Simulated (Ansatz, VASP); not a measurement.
Two plane-wave programs on As

```
CELL_PARAMETERS angstrom
0.00000 3.06429 3.06429
3.06429 0.00000 3.06429
3.06429 3.06429 0.00000
ATOMIC_POSITIONS crystal
As 0.50000 0.50000 0.50000
As 0.75000 0.75000 0.75000
```

Alike in both runs: functional PBE; k mesh 6 × 6 × 6; occupations gaussian, width 0.1 eV; no spin polarisation.

Ansatz relaxed the structure, and its values are those at the end. VASP's run is a single point on that final structure, the one shown.

|  | VASP | Ansatz |
| --- | --- | --- |
| version | VASP 6.6.1 | Ansatz 0.2.0 |
| potentials or method | VASP PAW PBE potentials, release 64 (As), cutoff 520 eV | scalar-relativistic, plane waves, PAW |
| valence electrons in the cell | 10 | 30 |

Ansatz gave:

| Item | Value |
| --- | --- |
| gap on the k mesh at the Fermi level (eV) | none |
| pressure (GPa) | 0.1 |

Problem. Which values does VASP return?

Solution. gap on the k mesh at the Fermi level (eV): none; pressure (GPa): 0.2.

A gap of «none» marks a metal or a gap that the smearing closes. VASP's potentials hold 10 valence electrons a cell and Ansatz's 30, so a difference there can come from the potentials and not from the codes.
